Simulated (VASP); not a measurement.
# Pd (Fd-3m) in VASP: further runs

The runs below take Pd through relaxation of cell and atoms, single point, with LDA.

Program: VASP 6.6.1. These are calculated values, not measurements. Logs are shortened: lines on timing, memory, paths and dates and some standing lists are left out, and cuts for length are marked.

## (1) The cell of the first run

Symmetry: Fd-3m, No. 227, cubic system. Conventional cell: a = 5.416 Å, b = 5.416 Å, c = 5.416 Å, α = 90.00°, β = 90.00°, γ = 90.00°. Within 3.1 Å of Pd (site symmetry -43m) lie 4 Pd at 2.35 Å.

This isn't the form of Pd at room conditions, which is fcc.

## (2) Relaxation of cell and atoms, LDA, collinear spin

INCAR reads:

```
SYSTEM = Pd
ALGO = Normal ; EDIFF = 1E-6
EDIFFG = -0.01 ; ENCUT = 600
GGA = CA ; IBRION = 2
ISIF = 3 ; ISMEAR = -1
ISPIN = 2 ; LASPH = .TRUE.
LCHARG = .FALSE. ; LMAXMIX = 4
LORBIT = 11 ; LREAL = .FALSE.
LWAVE = .FALSE. ; MAGMOM = 0.5 -0.5
NELM = 150 ; NSW = 80
PREC = Accurate ; SIGMA = 0.05
```

KPOINTS reads:

```
k-points
0
G
  10 10 10
  0 0 0
```

POSCAR reads:

```
Pd
1.0
    0.0000000000      2.7082278367      2.7082278367
    2.7082278367      0.0000000000      2.7082278367
    2.7082278367      2.7082278367      0.0000000000
Pd
2
Direct
    0.1250000000      0.1250000000      0.1250000000
    0.8750000000      0.8750000000      0.8750000000
```

Potentials or basis: VASP PAW LDA potentials, release 64 (Pd).

Launch:

```sh
cat potpaw_LDA.64/Pd/POTCAR > POTCAR
mpirun -np 1 vasp_std > vasp.out
```

OUTCAR:

```text
SYSTEM = Pd
   EDIFF = 1E-6
   EDIFFG = -0.01
   ENCUT = 600
   GGA = CA
   IBRION = 2
   ISIF = 3
   ISMEAR = -1
   ISPIN = 2
   LASPH = .TRUE.
   LORBIT = 11
   LREAL = .FALSE.
   NELM = 150
   NSW = 80
   PREC = Accurate

 ion  position               nearest neighbor table
   1  0.125  0.125  0.125-   2 2.35   2 2.35   2 2.35   2 2.35
   2  0.875  0.875  0.875-   1 2.35   1 2.35   1 2.35   1 2.35

  LATTYP: Found a face centered cubic cell.
 ALAT       =     5.4164556734

  Lattice vectors:

 A1 = (   0.0000000000,   2.7082278367,   2.7082278367)
 A2 = (   2.7082278367,   0.0000000000,   2.7082278367)
 A3 = (   2.7082278367,   2.7082278367,   0.0000000000)

Analysis of symmetry for initial positions (statically):
=====================================================================
 Subroutine PRICEL returns:
 Original cell was already a primitive cell.

 Routine SETGRP: Setting up the symmetry group for a
 face centered cubic supercell.

 Subroutine GETGRP returns: Found 48 space group operations
 (whereof 12 operations were pure point group operations)
 out of a pool of 48 trial point group operations.

The static configuration has the point symmetry D_3d.
 The point group associated with its full space group is O_h .

Analysis of symmetry for dynamics (positions and initial velocities):
=====================================================================
 Subroutine PRICEL returns:
 Original cell was already a primitive cell.

 Routine SETGRP: Setting up the symmetry group for a
 face centered cubic supercell.

 Subroutine GETGRP returns: Found 48 space group operations
 (whereof 12 operations were pure point group operations)
 out of a pool of 48 trial point group operations.

The dynamic configuration has the point symmetry D_3d.
 The point group associated with its full space group is O_h .

Analysis of structural, dynamic, and magnetic symmetry:
=====================================================================
 Subroutine PRICEL returns:
 Original cell was already a primitive cell.

 Routine SETGRP: Setting up the symmetry group for a
 face centered cubic supercell.

 Subroutine GETGRP returns: Found 48 space group operations
 (whereof 12 operations were pure point group operations)
 out of a pool of 48 trial point group operations.

The overall configuration has the point symmetry D_3d.
 The point group associated with its full space group is O_h .

 Subroutine INISYM returns: Found 48 space group operations
 (whereof 12 operations are pure point group operations),
 and found     1 'primitive' translations

----------------------------------------------------------------------------------------

                                     Primitive cell

  volume of cell :      39.7270

  direct lattice vectors                    reciprocal lattice vectors
     0.000000000  2.708227837  2.708227837    -0.184622576  0.184622576  0.184622576
     2.708227837  0.000000000  2.708227837     0.184622576 -0.184622576  0.184622576
     2.708227837  2.708227837  0.000000000     0.184622576  0.184622576 -0.184622576

  length of vectors
     3.830012537  3.830012537  3.830012537     0.319775682  0.319775682  0.319775682

  position of ions in fractional coordinates (direct lattice)
     0.125000000  0.125000000  0.125000000
     0.875000000  0.875000000  0.875000000

  ion indices of the primitive-cell ions
   primitive index   ion index
                 1           1
                 2           2

----------------------------------------------------------------------------------------

 KPOINTS: k-points

Automatic generation of k-mesh.
 Grid dimensions read from file:
 generate k-points for:   10   10   10

 Generating k-lattice:

  Cartesian coordinates                     Fractional coordinates (reciprocal lattice)
    -0.018462258  0.018462258  0.018462258     0.100000000  0.000000000  0.000000000
     0.018462258 -0.018462258  0.018462258     0.000000000  0.100000000  0.000000000
     0.018462258  0.018462258 -0.018462258     0.000000000  0.000000000  0.100000000

  Length of vectors
     0.031977568  0.031977568  0.031977568

  Shift w.r.t. Gamma in fractional coordinates (k-lattice)
     0.000000000  0.000000000  0.000000000

 Subroutine IBZKPT returns following result:
 ===========================================

 Found     47 irreducible k-points:

 Following reciprocal coordinates:
            Coordinates               Weight
  0.000000  0.000000  0.000000      1.000000
  0.100000  0.000000  0.000000      8.000000
  0.200000  0.000000  0.000000      8.000000
  0.300000  0.000000  0.000000      8.000000
  0.400000  0.000000  0.000000      8.000000
  0.500000  0.000000  0.000000      4.000000
[... 16 lines left out ...]
  0.300000  0.300000  0.000000      6.000000
  0.400000  0.300000  0.000000     24.000000
 [... further k-points ...]
   k-points           NKPTS =     47   k-points in BZ     NKDIM =     47   number of bands    NBANDS=     14
   number of dos      NEDOS =    301   number of ions     NIONS =      2
   total plane-waves  NPLWV =  32768
   dimension x,y,z NGX =    32 NGY =   32 NGZ =   32
   dimension x,y,z NGXF=    64 NGYF=   64 NGZF=   64
   ions per type =               2
   NGX,Y,Z   is equivalent  to a cutoff of  13.89, 13.89, 13.89 a.u.
   NGXF,Y,Z  is equivalent  to a cutoff of  27.78, 27.78, 27.78 a.u.
 SYSTEM =  Pd
   PREC   = accura    normal or accurate (medium, high low for compatibility)
   ISTART =      0    job   : 0-new  1-cont  2-samecut
   ICHARG =      2    charge: 1-file 2-atom 10-const
   ISPIN  =      2    spin polarized calculation?
   LNONCOLLINEAR =      F non collinear calculations
   LSORBIT =      F    spin-orbit coupling
   LASPH  =      T    aspherical Exc in radial PAW
   ENCUT  =  600.0 eV  44.10 Ry    6.64 a.u.   7.65  7.65  7.65*2*pi/ulx,y,z
   NELM   =    150;   NELMIN=  2; NELMDL= -5     # of ELM steps
   EDIFF  = 0.1E-05   stopping-criterion for ELM
   LREAL  =      F    real-space projection
   EDIFFG = -.1E-01   stopping-criterion for IOM
   NSW    =     80    number of steps for IOM
   IBRION =      2    ionic relax: 0-MD 1-quasi-New 2-CG
   NFREE  =      1    steps in history (QN), initial steepest desc. (CG)
   ISIF   =      3    stress and relaxation
   ISYM   =      2    0-nonsym 1-usesym 2-fastsym
   POTIM  = 0.5000    time-step for ionic-motion
   TEBEG  =    0.0;   TEEND  =   0.0 temperature during run
   PSTRESS=    0.0 pullay stress
   NELECT =      20.0000    total number of electrons
   NUPDOWN=      -1.0000    fix difference up-down
   EMIN   =  10.00;   EMAX   =-10.00  energy-range for DOS
   EFERMI =   0.00;   METHOD = LEGACY
   ISMEAR =    -1;   SIGMA  =   0.05  broadening in eV -4-tet -1-fermi 0-gaus
   EFERMI_NEDOS =   21; number of points for ismear=-14 and -15
   IALGO  =     38    algorithm
   IMIX   =      4    mixing-type and parameters
     AMIX     =   0.40;   BMIX     =  1.00
     AMIX_MAG =   1.60;   BMIX_MAG =  1.00
  volume/ion in A,a.u.               =      19.86       134.05
  Fermi-wavevector in a.u.,A,eV,Ry     =   1.302336  2.461058 23.076548  1.696078
  Thomas-Fermi vector in A             =   2.433411
   LORBIT       =     11    0 simple, 1 ext, 2 COOP (PROOUT), +10 PAW based schemes
   GGA     = CA    functional components
   LHFCALC =     F    Hartree Fock is set to
   AEXX    =    0.0000 exact exchange contribution
   IVDW    =     0    specifies the selected vdW correction
   LEPSILON=     F    determine dielectric tensor
   LRPA    =     F    only Hartree local field effects (RPA)
 conjugate gradient relaxation of ions
 spin polarized calculation
  energy-cutoff  :      600.00
  volume of cell :       39.73
 maximum number of plane-waves:      1363
   NGX = 15   NGY = 15   NGZ = 15

--------------------------------------- Ionic step        1  -------------------------------------------

 number of electron      19.9999998 magnetization       0.0000000

 number of electron      19.9999998 magnetization      -0.0000000

 Free energy of the ion-electron system (eV)
  ---------------------------------------------------
  ext. energy  EPLUGINS =         0.00000000
  ---------------------------------------------------
  free energy    TOTEN  =       -10.03578190 eV

  energy without entropy =       -9.98641344  energy(sigma->0) =      -10.01109767

------------------------ aborting loop because EDIFF is reached ----------------------------------------

  FORCE on cell =-STRESS in cart. coord.  units (eV):
  Direction    XX          YY          ZZ          XY          YZ          ZX
  --------------------------------------------------------------------------------------
  -------------------------------------------------------------------------------------
  Total        3.3110339      3.3110339      3.3110339     -0.0000000     -0.0000000     -0.0000000
  in kB      133.5330050    133.5330050    133.5330050     -0.0000000     -0.0000000     -0.0000000
  external PRESSURE =     133.5330050 kB  Pullay stress =       0.0000000 kB
[... 23 lines left out ...]
--------------------------------------- Ionic step        2  -------------------------------------------

 number of electron      20.0000005 magnetization       0.0000000

 number of electron      20.0000005 magnetization      -0.0000000

 E-fermi :   3.3814     XC(G=0): -10.2032

 val. band max:        3.3792929285   @ k =  -0.3000   0.3000   0.0000
 cond. band min:       3.3921269488   @ k =  -0.2000   0.2000   0.0000
 fundamental gap:      0.0128340204
 Fermi energy:         3.3814206030

 spin component 1

 k-point     1 :       0.0000    0.0000    0.0000
  band No.  band energies     occupation
      1      -1.0450      1.00000
      2       0.2054      1.00000
      3       0.2054      1.00000
      4       0.3033      1.00000
      5       0.3033      1.00000
      6       0.3033      1.00000
      7       2.1140      1.00000
      8       2.1140      1.00000
      9       2.1140      1.00000
     10       3.2349      0.94936
     11       3.2349      0.94936
     12      14.6948      0.00000
     13      14.6948      0.00000
     14      14.6948      0.00000
[... 876 lines left out ...]
--------------------------------------- Ionic step        4  -------------------------------------------

 number of electron      20.0000004 magnetization       0.0000000

 number of electron      20.0000004 magnetization      -0.0000000

 Free energy of the ion-electron system (eV)
  ---------------------------------------------------
  ext. energy  EPLUGINS =         0.00000000
  ---------------------------------------------------
  free energy    TOTEN  =       -10.20099264 eV

  energy without entropy =      -10.14556391  energy(sigma->0) =      -10.17327828

 E-fermi :   4.7341     XC(G=0): -10.8591

 val. band max:        4.7170316517   @ k =   0.3000   0.1000   0.0000
 cond. band min:       4.7349186416   @ k =  -0.3000   0.4000   0.1000
 fundamental gap:      0.0178869899
 Fermi energy:         4.7340801173

 spin component 1

 k-point     1 :       0.0000    0.0000    0.0000
  band No.  band energies     occupation
      1      -0.3655      1.00000
      2       0.8922      1.00000
      3       0.8922      1.00000
      4       1.0737      1.00000
      5       1.0737      1.00000
      6       1.0737      1.00000
      7       3.1972      1.00000
      8       3.1972      1.00000
      9       3.1972      1.00000
     10       4.5859      0.95090
     11       4.5859      0.95090
     12      17.0364      0.00000
     13      17.0364      0.00000
     14      17.0364      0.00000
[... 832 lines left out ...]
  FREE ENERGIE OF THE ION-ELECTRON SYSTEM (eV)
  ---------------------------------------------------
  free  energy   TOTEN  =       -10.2009926390 eV

  energy  without entropy=      -10.1455639131  energy(sigma->0) =      -10.17327828

 reached required accuracy - stopping structural energy minimisation

 total charge

# of ion       s       p       d       tot
------------------------------------------
    1        0.540   0.372   8.518   9.429
    2        0.540   0.372   8.518   9.429
--------------------------------------------------
tot          1.079   0.744  17.036  18.858

 magnetization (x)

# of ion       s       p       d       tot
------------------------------------------
    1       -0.000  -0.000  -0.000  -0.000
    2        0.000   0.000   0.000   0.000
--------------------------------------------------
tot          0.000   0.000   0.000   0.000
```

Wall time 2 min (1 thread of Intel Xeon Platinum 8488C (Sapphire Rapids), shared host); peak memory 0.2 GiB.

What came out:

```yaml
Free_energy: -10.2010 eV
Relaxed_volume: 22.08 Å³/atom
Relaxed_cell: a = 3.967 Å, b = 3.967 Å, c = 3.967 Å, α = 60.00°, β = 60.00°, γ = 60.00°
Space_group_after_relaxing_to_0.1_Å: Fd-3m (No. 227)
Energy_gained_by_relaxing: 82.6 meV/atom
Ionic_steps: 4
Pressure_after_relaxing: 0.0 GPa
Band_gap_on_the_k_mesh: zero (filled and empty bands overlap)
Net_moment: 0.00 μB per cell
Valence_electrons_inside_the_program's_atomic_spheres: Pd 9.43
```

Step by step:
```csv
step,energy change (eV),largest force (eV/Å),pressure (GPa),volume (Å³)
1,0.0000,0.0000,13.35,39.73
2,0.0145,0.0000,-8.52,50.03
3,-0.1651,0.0000,-0.25,44.25
4,-0.1652,0.0000,-0.05,44.16
```

Final structure:
```
Pd
1.0
     0.00000    2.80536    2.80536
     2.80536    0.00000    2.80536
     2.80536    2.80536    0.00000
Pd
2
Direct
  0.12500 0.12500 0.12500
  0.87500 0.87500 0.87500
```

## (3) Single point, LDA, collinear spin

This run uses another cell than the first one, of 22.13 Å³/atom.

INCAR reads:

```
SYSTEM = Pd
ALGO     = Normal         ! electronic algorithm
EDIFF    = 1E-6           ! SCF threshold, eV
ENCUT    = 520            ! plane-wave cutoff, eV
ISIF     = 2              ! what is computed and relaxed
ISMEAR   = -1             ! smearing method
ISPIN    = 2              ! spin polarisation
LASPH    = .TRUE.         ! aspherical terms in the spheres
LCHARG   = .TRUE.         ! write CHGCAR
LELF     = .TRUE.         ! ELF
LMAXMIX  = 4              ! l up to which the mixer works
LORBIT   = 11             ! projections on sites
LREAL    = .FALSE.        ! projectors in reciprocal space
LVHAR    = .TRUE.       
LWAVE    = .FALSE.        ! write WAVECAR
MAGMOM   = 0.5 -0.5       ! initial moments
NBANDS   = 21             ! bands
NELM     = 150            ! most SCF steps
PREC     = Accurate       ! precision mode
SIGMA    = 0.05           ! smearing width, eV
```

KPOINTS reads:

```
k-points
0
G
  16 16 16
  0 0 0
```

POSCAR reads:

```
Pd
1.0
    0.0000000000      2.8073440366      2.8073440366
    2.8073440366      0.0000000000      2.8073440366
    2.8073440366      2.8073440366      0.0000000000
Pd
2
Direct
    0.1250000000      0.1250000000      0.1250000000
    0.8750000000      0.8750000000      0.8750000000
```

Potentials or basis: VASP PAW LDA potentials, release 64 (Pd).

Launch:

```sh
cat potpaw_LDA.64/Pd/POTCAR > POTCAR
mpirun -np 1 vasp_std > vasp.out
```

Wall time 3.6 min (1 thread of Intel Xeon Platinum 8488C (Sapphire Rapids), shared host); peak memory 0.3 GiB.

It converged, with:

- Free energy: -10.2018 eV
- Pressure: -0.2 GPa
- Band gap on the k mesh: zero (filled and empty bands overlap)
- Net moment: 0.00 μB per cell
- Valence electrons inside the program's atomic spheres: Pd 9.43

Levels at points of the mesh, in eV from the Fermi level:
Spin up:
| k point | band 6 | band 7 | band 8 | band 9 | band 10 | band 11 | band 12 | band 13 | band 14 | band 15 |
| --- | --- | --- | --- | --- | --- | --- | --- | --- | --- | --- |
| (0.00, 0.00, 0.00) | -3.65 | -1.53 | -1.53 | -1.53 | -0.15 | -0.15 | 12.29 | 12.29 | 12.29 | 12.65 |
| (0.50, 0.00, 0.00) | -3.40 | -1.14 | -1.14 | -0.37 | -0.37 | -0.32 | 1.38 | 8.90 | 8.90 | 10.73 |
| (0.50, 0.50, 0.00) | -2.16 | -2.07 | -2.07 | -0.16 | -0.16 | 1.99 | 1.99 | 4.84 | 4.84 | 9.95 |
Spin down:
| k point | band 8 | band 9 | band 10 | band 11 | band 12 | band 13 |
| --- | --- | --- | --- | --- | --- | --- |
| (0.00, 0.00, 0.00) | -1.53 | -1.53 | -0.15 | -0.15 | 12.29 | 12.29 |
| (0.50, 0.00, 0.00) | -1.14 | -0.37 | -0.37 | -0.32 | 1.38 | 8.90 |
| (0.50, 0.50, 0.00) | -2.07 | -0.16 | -0.16 | 1.99 | 1.99 | 4.84 |
